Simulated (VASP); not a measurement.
La2Hf2O:

```
CELL_PARAMETERS angstrom
3.98992 0.00000 0.00000
-1.99496 3.45537 0.00000
0.00000 0.00000 7.09110
ATOMIC_POSITIONS crystal
La 0.33333 0.66667 0.29000
La 0.66667 0.33333 0.71000
Hf 0.33333 0.66667 0.62000
Hf 0.66667 0.33333 0.38000
O 0.00000 0.00000 0.00000
```

The cell was built from a structure type or drawn by symmetry, and may not be a known phase.

- Program: VASP 6.6.1
- Task: relaxation of cell and atoms
- Functional: PBE
- Potentials or basis: VASP PAW PBE potentials, release 64 (La, Hf_pv, O)
- Cutoff: 600 eV
- k mesh: 6 × 6 × 4
- Occupations: gaussian, width 0.1 eV
- Spin: no spin polarisation

At the start: pressure 46.3 GPa; volume 19.55 Å³/atom.

Task: How do energy, volume and symmetry change on relaxing?

Result: Over 29 steps the energy falls by 3391.0 meV/atom and the volume is 23.47 Å³/atom (+20.0 %); space group P-3m1 (No. 164, to 0.1 Å) before and after.

The path:
| step | energy change (eV) | largest force (eV/Å) | pressure (GPa) | volume (Å³) |
| --- | --- | --- | --- | --- |
| 1 | 0.0000 | 10.1269 | 46.33 | 97.76 |
| 2 | -6.8603 | 2.5862 | -9.86 | 200.77 |
| 3 | -8.4472 | 3.1096 | -4.94 | 153.64 |
| 4 | -8.4507 | 3.2169 | -4.53 | 151.88 |
| 5 | -8.4471 | 3.3412 | -4.06 | 150.00 |
| 6 | -10.3400 | 3.4282 | -3.92 | 141.84 |
| 7 | -13.4490 | 1.4905 | 4.39 | 119.09 |
| 8 | -13.8328 | 1.9542 | 1.69 | 123.87 |
| 9 | -13.9768 | 1.1972 | 2.26 | 122.32 |
| 10 | -14.3182 | 0.4128 | -0.81 | 127.74 |
| 11 | -14.4560 | 0.1328 | -2.87 | 132.31 |
| 12 | -14.3583 | 1.1150 | -6.71 | 141.43 |
| 13 | -14.4822 | 0.4861 | -4.26 | 135.34 |
| 14 | -14.7596 | 0.7211 | -4.05 | 133.54 |
| 15 | -15.6232 | 1.3772 | -3.64 | 126.99 |
| 16 | -15.5656 | 3.3898 | 3.30 | 109.63 |
| 17 | -15.9871 | 2.0513 | -1.92 | 120.58 |
| 18 | -16.0180 | 2.3585 | -0.84 | 118.37 |
| 19 | -16.5233 | 1.7557 | 0.77 | 114.48 |
| 20 | -16.5696 | 1.5604 | 1.29 | 113.09 |
| 21 | -16.5713 | 1.5087 | 1.46 | 112.68 |
| 22 | -16.7666 | 1.0276 | 0.05 | 115.43 |
| 23 | -16.8703 | 0.5362 | -1.97 | 120.01 |
| 24 | -16.9262 | 0.4036 | 1.17 | 116.03 |
| 25 | -16.9265 | 0.4142 | 0.94 | 116.32 |
| 26 | -16.9523 | 0.0889 | 0.02 | 117.35 |
| 27 | -16.9523 | 0.1150 | -0.04 | 117.41 |
| 28 | -16.9546 | 0.0588 | -0.02 | 117.38 |
| 29 | -16.9552 | 0.0214 | -0.03 | 117.36 |

Final structure:
```xyz
5
Lattice="3.5423 0.0000 0.0000 -1.7711 3.0677 0.0000 0.0000 0.0000 10.7999" Properties=species:S:1:pos:R:3 pbc="T T T"
La    0.0000    2.0451    1.4879
La    1.7711    1.0226    9.3120
Hf    0.0000    2.0451    6.4918
Hf    1.7711    1.0226    4.3080
O     0.0000    0.0000    0.0000
```

Caveat: the volume moved by over 15 % at a fixed basis, so the end points are rough.
